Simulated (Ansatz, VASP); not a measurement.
**One calculation of ZrHg3, two programs**

```
Zr Hg
1.0
     4.36520    0.00000    0.00000
     0.00000    4.36520    0.00000
     0.00000    0.00000    4.45250
Zr Hg
1 3
Direct
  0.00000 0.00000 0.00000
  0.00000 0.50000 0.50000
  0.50000 0.00000 0.50000
  0.50000 0.50000 0.00000
```

Change from the starting cell: zz strain of +2 %, crystal datasets.

Alike in both runs: task electric field gradients; functional PBEsol; k mesh 8 × 8 × 8; occupations fermi-dirac, width 0.05 eV; no spin polarisation.

|  | VASP | Ansatz |
| --- | --- | --- |
| version | VASP 6.6.1 | Ansatz 0.2.0 |
| potentials or method | VASP PAW PBE potentials, release 64 (Zr_sv, Hg), cutoff 520 eV | all-electron PAW with datasets made for the crystal, scalar-relativistic |

Ansatz gave:

* pressure (GPa): -2.1
* traceless stress, the component that is largest in VASP (GPa): -0.08
* size of Vzz on the site where it differs most (V/Å²): 175.4

Which values does VASP return?

Pressure (GPa): -1.7; traceless stress, the component that is largest in VASP (GPa): -0.08; size of Vzz on the site where it differs most (V/Å²): 202.4.

VASP's potentials were made for PBE, not for PBEsol. Ansatz ran all-electron here, and VASP with PAW potentials.

Neither program's run includes spin-orbit coupling.
